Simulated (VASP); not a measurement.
# MnAs (P6_3/mmc) in VASP: a series of runs

Runs on MnAs. Level: PBEsol. Tasks: single point.

Everything below comes from runs of VASP 6.6.1. Logs are shortened: lines on timing, memory, paths and dates and some standing lists are left out, and cuts for length are marked.

### Step 1. The cell of the first run

Symmetry: P6_3/mmc, No. 194, hexagonal system. The conventional cell has a = 3.634 Å, b = 3.634 Å, c = 5.575 Å, α = 90.00°, β = 90.00°, γ = 120.00°. Within 3.3 Å of As (site symmetry -6m2) lie 6 Mn at 2.52 Å. Mn (site symmetry -3m) has 6 As at 2.52 Å and 2 Mn at 2.79 Å within 3.3 Å.

### Step 2. Single point, PBEsol, collinear spin, ferromagnetic start

Input file INCAR:

```
PREC = Accurate
ENCUT = 520
EDIFF = 1E-7
ISMEAR = -1
SIGMA = 0.05
LREAL = False
LASPH = True
NELM = 150
ALGO = Normal
ISIF = 2
LWAVE = False
LCHARG = False
ISPIN = 2
MAGMOM = 0 0 4 4
LORBIT = 11
LMAXMIX = 4
GGA = PS
NBANDS = 30
```

Input file KPOINTS:

```
Automatic mesh
0
Gamma
  8 8 5
```

Input file POSCAR:

```
MnAs
1.0
    3.6342644633      0.0000000000      0.0000000000
   -1.8171322317      3.1473653493      0.0000000000
    0.0000000000      0.0000000000      5.5748245447
As Mn
2 2
Direct
    0.6666666667      0.3333333333      0.7500000000
    0.3333333333      0.6666666667      0.2500000000
    0.0000000000      0.0000000000      0.5000000000
    0.0000000000      0.0000000000      0.0000000000
```

Potentials or basis: VASP PAW PBE potentials, release 64 (As, Mn_pv).

Launch:

```sh
cat potpaw_PBE.64/As/POTCAR potpaw_PBE.64/Mn_pv/POTCAR > POTCAR
mpirun -np 1 vasp_std > vasp.out
```

OUTCAR:

```text
PREC = Accurate
   ENCUT = 520
   EDIFF = 1E-7
   ISMEAR = -1
   LREAL = False
   LASPH = True
   NELM = 150
   ISIF = 2
   ISPIN = 2
   LORBIT = 11
   GGA = PS

 ion  position               nearest neighbor table
   1  0.667  0.333  0.750-   3 2.52   4 2.52   3 2.52   4 2.52   3 2.52   4 2.52
   2  0.333  0.667  0.250-   3 2.52   4 2.52   3 2.52   4 2.52   3 2.52   4 2.52
   3  0.000  0.000  0.500-   1 2.52   2 2.52   1 2.52   2 2.52   1 2.52   2 2.52   4 2.79   4 2.79

   4  0.000  0.000  0.000-   1 2.52   2 2.52   1 2.52   2 2.52   1 2.52   2 2.52   3 2.79   3 2.79

  LATTYP: Found a hexagonal cell.
 ALAT       =     3.6342644633
 C/A-ratio  =     1.5339622642

  Lattice vectors:

 A1 = (   3.6342644633,   0.0000000000,   0.0000000000)
 A2 = (  -1.8171322317,   3.1473653493,   0.0000000000)
 A3 = (   0.0000000000,   0.0000000000,   5.5748245447)

Analysis of symmetry for initial positions (statically):
=====================================================================
 Subroutine PRICEL returns:
 Original cell was already a primitive cell.

 Routine SETGRP: Setting up the symmetry group for a
 hexagonal supercell.

 Subroutine GETGRP returns: Found 24 space group operations
 (whereof 12 operations were pure point group operations)
 out of a pool of 24 trial point group operations.

The static configuration has the point symmetry D_3d.
 The point group associated with its full space group is D_6h.

Analysis of symmetry for dynamics (positions and initial velocities):
=====================================================================
 Subroutine PRICEL returns:
 Original cell was already a primitive cell.

 Routine SETGRP: Setting up the symmetry group for a
 hexagonal supercell.

 Subroutine GETGRP returns: Found 24 space group operations
 (whereof 12 operations were pure point group operations)
 out of a pool of 24 trial point group operations.

The dynamic configuration has the point symmetry D_3d.
 The point group associated with its full space group is D_6h.

Analysis of structural, dynamic, and magnetic symmetry:
=====================================================================
 Subroutine PRICEL returns:
 Original cell was already a primitive cell.

 Routine SETGRP: Setting up the symmetry group for a
 hexagonal supercell.

 Subroutine GETGRP returns: Found 24 space group operations
 (whereof 12 operations were pure point group operations)
 out of a pool of 24 trial point group operations.

The overall configuration has the point symmetry D_3d.
 The point group associated with its full space group is D_6h.

 Subroutine INISYM returns: Found 24 space group operations
 (whereof 12 operations are pure point group operations),
 and found     1 'primitive' translations

----------------------------------------------------------------------------------------

                                     Primitive cell

  volume of cell :      63.7668

  direct lattice vectors                    reciprocal lattice vectors
     3.634264463  0.000000000  0.000000000     0.275158842  0.158863031  0.000000000
    -1.817132232  3.147365349  0.000000000     0.000000000  0.317726063  0.000000000
     0.000000000  0.000000000  5.574824545     0.000000000  0.000000000  0.179377843

  length of vectors
     3.634264463  3.634264463  5.574824545     0.317726063  0.317726063  0.179377843

  position of ions in fractional coordinates (direct lattice)
     0.666666667  0.333333333  0.750000000
     0.333333333  0.666666667  0.250000000
     0.000000000  0.000000000  0.500000000
     0.000000000  0.000000000  0.000000000

  ion indices of the primitive-cell ions
   primitive index   ion index
                 1           1
                 2           2
                 3           3
                 4           4

----------------------------------------------------------------------------------------

 KPOINTS: Automatic mesh

Automatic generation of k-mesh.
 Grid dimensions read from file:
 generate k-points for:    8    8    5

 Generating k-lattice:

  Cartesian coordinates                     Fractional coordinates (reciprocal lattice)
     0.034394855  0.019857879  0.000000000     0.125000000 -0.000000000  0.000000000
     0.000000000  0.039715758  0.000000000     0.000000000  0.125000000  0.000000000
     0.000000000  0.000000000  0.035875569     0.000000000  0.000000000  0.200000000

  Length of vectors
     0.039715758  0.039715758  0.035875569

  Shift w.r.t. Gamma in fractional coordinates (k-lattice)
     0.000000000  0.000000000  0.000000000

 Subroutine IBZKPT returns following result:
 ===========================================

 Found     30 irreducible k-points:

 Following reciprocal coordinates:
            Coordinates               Weight
  0.000000  0.000000  0.000000      1.000000
  0.125000  0.000000  0.000000      6.000000
  0.250000  0.000000  0.000000      6.000000
  0.375000  0.000000  0.000000      6.000000
  0.500000  0.000000  0.000000      3.000000
  0.125000  0.125000  0.000000      6.000000
[... 16 lines left out ...]
  0.250000  0.000000  0.400000     12.000000
  0.375000  0.000000  0.400000     12.000000
 [... further k-points ...]
   k-points           NKPTS =     30   k-points in BZ     NKDIM =     30   number of bands    NBANDS=     30
   number of dos      NEDOS =    301   number of ions     NIONS =      4
   total plane-waves  NPLWV =  32928
   dimension x,y,z NGX =    28 NGY =   28 NGZ =   42
   dimension x,y,z NGXF=    56 NGYF=   56 NGZF=   84
   ions per type =               2   2
   NGX,Y,Z   is equivalent  to a cutoff of  12.81, 12.81, 12.52 a.u.
   NGXF,Y,Z  is equivalent  to a cutoff of  25.62, 25.62, 25.05 a.u.
 SYSTEM =  unknown system
   PREC   = accura    normal or accurate (medium, high low for compatibility)
   ISTART =      0    job   : 0-new  1-cont  2-samecut
   ICHARG =      2    charge: 1-file 2-atom 10-const
   ISPIN  =      2    spin polarized calculation?
   LNONCOLLINEAR =      F non collinear calculations
   LSORBIT =      F    spin-orbit coupling
   LASPH  =      T    aspherical Exc in radial PAW
   ENCUT  =  520.0 eV  38.22 Ry    6.18 a.u.   6.76  6.76 10.37*2*pi/ulx,y,z
   NELM   =    150;   NELMIN=  2; NELMDL= -5     # of ELM steps
   EDIFF  = 0.1E-06   stopping-criterion for ELM
   LREAL  =      F    real-space projection
   EDIFFG = 0.1E-05   stopping-criterion for IOM
   NSW    =      0    number of steps for IOM
   IBRION =     -1    ionic relax: 0-MD 1-quasi-New 2-CG
   NFREE  =      0    steps in history (QN), initial steepest desc. (CG)
   ISIF   =      2    stress and relaxation
   ISYM   =      2    0-nonsym 1-usesym 2-fastsym
   POTIM  = 0.5000    time-step for ionic-motion
   TEBEG  =    0.0;   TEEND  =   0.0 temperature during run
   PSTRESS=    0.0 pullay stress
   NELECT =      36.0000    total number of electrons
   NUPDOWN=      -1.0000    fix difference up-down
   EMIN   =  10.00;   EMAX   =-10.00  energy-range for DOS
   EFERMI =   0.00;   METHOD = LEGACY
   ISMEAR =    -1;   SIGMA  =   0.05  broadening in eV -4-tet -1-fermi 0-gaus
   EFERMI_NEDOS =   21; number of points for ismear=-14 and -15
   IALGO  =     38    algorithm
   IMIX   =      4    mixing-type and parameters
     AMIX     =   0.40;   BMIX     =  1.00
     AMIX_MAG =   1.60;   BMIX_MAG =  1.00
  volume/ion in A,a.u.               =      15.94       107.58
  Fermi-wavevector in a.u.,A,eV,Ry     =   1.353040  2.556875 24.908428  1.830718
  Thomas-Fermi vector in A             =   2.480329
   LORBIT       =     11    0 simple, 1 ext, 2 COOP (PROOUT), +10 PAW based schemes
   GGA     = PS    functional components
   LHFCALC =     F    Hartree Fock is set to
   AEXX    =    0.0000 exact exchange contribution
   IVDW    =     0    specifies the selected vdW correction
   LEPSILON=     F    determine dielectric tensor
   LRPA    =     F    only Hartree local field effects (RPA)
 spin polarized calculation
  energy-cutoff  :      520.00
  volume of cell :       63.77
 maximum number of plane-waves:      1738
 NGX is ok and might be reduce to    28
   NGX = 13   NGY = 13   NGZ = 21

 number of electron      36.0000025 magnetization       5.5273631

 Free energy of the ion-electron system (eV)
  ---------------------------------------------------
  ext. energy  EPLUGINS =         0.00000000
  ---------------------------------------------------
  free energy    TOTEN  =       -30.44579376 eV

  energy without entropy =      -30.42231253  energy(sigma->0) =      -30.43405315

 E-fermi :   7.3076     XC(G=0): -11.6137

 val. band max:        7.2978217695   @ k =   0.0000   0.0000   0.4000
 cond. band min:       7.3195486149   @ k =   0.2500   0.0000   0.4000
 fundamental gap:      0.0217268454
 Fermi energy:         7.3075516276

 spin component 1

 k-point     1 :       0.0000    0.0000    0.0000
  band No.  band energies     occupation
      1     -42.2247      1.00000
      2     -42.2247      1.00000
      3     -42.2123      1.00000
      4     -42.2123      1.00000
      5     -42.0631      1.00000
      6     -41.9380      1.00000
[... 781 lines left out ...]
     29      16.7291      0.00000
     30      18.6893      0.00000

 [... further k-points ...]

 spin component 2

 k-point     1 :       0.0000    0.0000    0.0000
  band No.  band energies     occupation
      1     -39.2286      1.00000
      2     -39.2086      1.00000
      3     -39.2086      1.00000
      4     -39.1938      1.00000
      5     -39.1938      1.00000
      6     -39.0854      1.00000
[... 781 lines left out ...]
     29      17.2371      0.00000
     30      19.1552      0.00000

 [... further k-points ...]

------------------------ aborting loop because EDIFF is reached ----------------------------------------

  FORCE on cell =-STRESS in cart. coord.  units (eV):
  Direction    XX          YY          ZZ          XY          YZ          ZX
  --------------------------------------------------------------------------------------
  -------------------------------------------------------------------------------------
  Total       -2.2848288     -2.2848288     -2.9524772      0.0000000      0.0000000      0.0000000
  in kB      -57.4075959    -57.4075959    -74.1826324      0.0000000      0.0000000      0.0000000
  external PRESSURE =     -62.9992747 kB  Pullay stress =       0.0000000 kB

 VOLUME and BASIS-vectors are now :
 -----------------------------------------------------------------------------
  energy-cutoff  :      520.00
  volume of cell :       63.77
      direct lattice vectors                 reciprocal lattice vectors
     3.634264463  0.000000000  0.000000000     0.275158842  0.158863031  0.000000000
    -1.817132232  3.147365349  0.000000000     0.000000000  0.317726063  0.000000000
     0.000000000  0.000000000  5.574824545     0.000000000  0.000000000  0.179377843

 POSITION                                       TOTAL-FORCE (eV/Angst)
 -----------------------------------------------------------------------------------
      1.81713      1.04912      4.18112         0.000000     -0.000000      0.000000
     -0.00000      2.09824      1.39371        -0.000000     -0.000000      0.000000
      0.00000      0.00000      2.78741        -0.000000      0.000000      0.000000
      0.00000      0.00000      0.00000        -0.000000      0.000000      0.000000
 -----------------------------------------------------------------------------------
    total drift:                               -0.000000      0.000000      0.000000

  FREE ENERGIE OF THE ION-ELECTRON SYSTEM (eV)
  ---------------------------------------------------
  free  energy   TOTEN  =       -30.4457937618 eV

  energy  without entropy=      -30.4223125304  energy(sigma->0) =      -30.43405315

 total charge

# of ion       s       p       d       tot
------------------------------------------
    1        1.218   1.526   0.062   2.806
    2        1.218   1.526   0.062   2.806
    3        0.293   6.265   5.122  11.680
    4        0.293   6.265   5.122  11.680
--------------------------------------------------
tot          3.021  15.584  10.367  28.971

 magnetization (x)

# of ion       s       p       d       tot
------------------------------------------
    1        0.001  -0.123   0.006  -0.115
    2        0.001  -0.123   0.006  -0.115
    3        0.030   0.021   2.783   2.834
    4        0.030   0.021   2.783   2.834
--------------------------------------------------
tot          0.062  -0.204   5.578   5.436
```

Run time: 1.9 min. Hardware: 1 thread of Intel Xeon Platinum 8375C at 2.90GHz (Ice Lake), shared host; peak memory 0.25 GiB.

Results:

* Free energy: -30.4458 eV
* Pressure: -6.3 GPa
* Net moment: 5.53 μB per cell
* Site moments: As -0.12; Mn +2.83 μB
* Valence electrons inside the program's atomic spheres: As 2.81; Mn 11.68

Caveat: the cell stands under tension; the PAW data sets were made with another functional, which shifts forces and pressure a little; the run started ferromagnetic, and an antiferromagnetic order may lie lower in energy.

### Step 3. Single point, PBEsol, collinear spin, ferromagnetic start

This run uses another cell than the first one, of 16.28 Å³/atom.

Input file INCAR:

```
SYSTEM = MnAs
PREC = Accurate
ENCUT = 520
EDIFF = 1E-6
ISMEAR = -1
SIGMA = 0.05
LREAL = .FALSE.
LASPH = .TRUE.
NELM = 150
ALGO = Normal
ISIF = 2
LWAVE = .FALSE.
LCHARG = .FALSE.
ISPIN = 2
MAGMOM = 0 0 4 4
LORBIT = 11
LMAXMIX = 4
GGA = PS
NBANDS = 30
```

Input file KPOINTS:

```
regular mesh
0
G
  8 8 5
  0 0 0
```

Input file POSCAR:

```
MnAs
1.0
    3.6598587183      0.0000000000      0.0000000000
   -1.8299293592      3.1695306243      0.0000000000
    0.0000000000      0.0000000000      5.6140851660
As Mn
2 2
Direct
    0.6666666667      0.3333333333      0.7500000000
    0.3333333333      0.6666666667      0.2500000000
    0.0000000000      0.0000000000      0.5000000000
    0.0000000000      0.0000000000      0.0000000000
```

Potentials or basis: VASP PAW PBE potentials, release 64 (As, Mn_pv).

Launch:

```sh
cat potpaw_PBE.64/As/POTCAR potpaw_PBE.64/Mn_pv/POTCAR > POTCAR
mpirun -np 1 vasp_std > vasp.out
```

Run time: 90 s. Hardware: 1 thread of Intel Xeon Platinum 8375C at 2.90GHz (Ice Lake), shared host; peak memory 0.25 GiB.

It converged, with:

```
Free energy                                           : -30.3877 eV
Pressure                                              : -7.3 GPa
Net moment                                            : 5.73 μB per cell
Site moments                                          : As -0.12; Mn +2.93 μB
Valence electrons inside the program's atomic spheres : As 2.79; Mn 11.65
```

Stress tensor (GPa, compression positive):
```
-6.52  0.00  0.00
 0.00 -6.52  0.00
 0.00  0.00 -8.83
```

Levels at points of the mesh, in eV from the Fermi level:
Spin up:
```
           k point  band 19  band 20  band 21  band 22  band 23  band 24
(0.00, 0.00, 0.00)    -0.23     0.63     0.63     1.58     3.12     3.12
(0.50, 0.00, 0.00)    -1.94    -1.70    -1.44    -0.28     1.29     3.42
```
Spin down:
| k point | band 11 | band 12 | band 13 | band 14 | band 15 | band 16 | band 17 | band 18 | band 19 | band 20 |
| --- | --- | --- | --- | --- | --- | --- | --- | --- | --- | --- |
| (0.00, 0.00, 0.00) | -2.99 | -1.31 | -0.34 | -0.34 | -0.13 | -0.13 | 0.62 | 0.62 | 1.14 | 1.14 |
| (0.50, 0.00, 0.00) | -3.40 | -3.30 | -2.87 | -2.08 | -1.52 | 0.56 | 0.61 | 0.68 | 0.70 | 1.25 |

Caveat: the cell stands under tension; the PAW data sets were made with another functional, which shifts forces and pressure a little; the run started ferromagnetic, and an antiferromagnetic order may lie lower in energy.

### Step 4. Single point, PBEsol, collinear spin, ferromagnetic start

This run uses another cell than the first one, of 16.62 Å³/atom.

Input file INCAR:

```
PREC = Accurate
ENCUT = 520
EDIFF = 1E-7
ISMEAR = -1
SIGMA = 0.05
LREAL = F
LASPH = T
NELM = 150
ALGO = Normal
ISIF = 2
LWAVE = F
LCHARG = F
ISPIN = 2
MAGMOM = 0 0 4 4
LORBIT = 11
LMAXMIX = 4
GGA = PS
NBANDS = 30
```

Input file KPOINTS:

```
Automatic mesh
0
Gamma
  8 8 5
```

Input file POSCAR:

```
MnAs
1.0
    3.6850999209      0.0000000000      0.0000000000
   -1.8425499604      3.1913901469      0.0000000000
    0.0000000000      0.0000000000      5.6528042183
As Mn
2 2
Direct
    0.6666666667      0.3333333333      0.7500000000
    0.3333333333      0.6666666667      0.2500000000
    0.0000000000      0.0000000000      0.5000000000
    0.0000000000      0.0000000000      0.0000000000
```

Launch:

```sh
cat potpaw_PBE.64/As/POTCAR potpaw_PBE.64/Mn_pv/POTCAR > POTCAR
mpirun -np 1 vasp_std > vasp.out
```

Wall time 98 s (1 thread of Intel Xeon Platinum 8375C at 2.90GHz (Ice Lake), shared host); peak memory 0.25 GiB.

The run converged. Its results:

```
Free energy                                           : -30.3244 eV
Pressure                                              : -7.7 GPa
Band gap on the k mesh                                : zero (filled and empty bands overlap)
Net moment                                            : 6.02 μB per cell
Site moments                                          : As -0.12; Mn +3.07 μB
Valence electrons inside the program's atomic spheres : As 2.79; Mn 11.61
```

Stress tensor (GPa, compression positive):
```
-6.77  0.00  0.00
 0.00 -6.77  0.00
 0.00  0.00 -9.58
```

Levels at points of the mesh, in eV from the Fermi level:
Spin up:
```csv
k point,band 17,band 18,band 19,band 20,band 21,band 22,band 23,band 24,band 25,band 26
"(0.00, 0.00, 0.00)",-1.75,-1.75,-0.34,0.60,0.60,1.54,2.98,2.98,3.81,5.27
"(0.50, 0.00, 0.00)",-2.10,-2.06,-2.01,-1.79,-1.52,-0.42,1.17,3.28,4.77,4.89
```
Spin down:
| k point | band 11 | band 12 | band 13 | band 14 | band 15 | band 16 | band 17 | band 18 | band 19 | band 20 |
| --- | --- | --- | --- | --- | --- | --- | --- | --- | --- | --- |
| (0.00, 0.00, 0.00) | -2.90 | -1.22 | -0.25 | -0.25 | -0.06 | -0.06 | 0.59 | 0.59 | 1.20 | 1.20 |
| (0.50, 0.00, 0.00) | -3.34 | -3.21 | -2.78 | -2.04 | -1.42 | 0.62 | 0.67 | 0.72 | 0.76 | 1.30 |

Caveat: the cell stands under tension; the PAW data sets were made with another functional, which shifts forces and pressure a little; the run started ferromagnetic, and an antiferromagnetic order may lie lower in energy.

### Step 5. The runs side by side

```csv
cell,gap on the mesh (eV),pressure (GPa),moment (μB)
"a = 3.634, b = 3.634, c = 5.575 Å, angles 90.0, 90.0, 120.0°, 4 atoms",none,-6.3,5.53
"a = 3.660, b = 3.660, c = 5.614 Å, angles 90.0, 90.0, 120.0°, 4 atoms",none,-7.3,5.73
"a = 3.685, b = 3.685, c = 5.653 Å, angles 90.0, 90.0, 120.0°, 4 atoms",none,-7.7,6.02
```

Alike in all rows: task single point; level PBEsol; potentials or basis VASP PAW PBE potentials, release 64 (As, Mn_pv); spin collinear, ferromagnetic start; k mesh 8 × 8 × 5; cutoff (eV) 520; smearing fermi-dirac 0.05 eV.

Caveats: the cell stands under tension; the PAW data sets were made with another functional, which shifts forces and pressure a little; the run started ferromagnetic, and an antiferromagnetic order may lie lower in energy.

Absolute energies hang on the potentials; compare differences alone.

The gap in the log of VASP goes by the Fermi energy; the results here count the filled bands.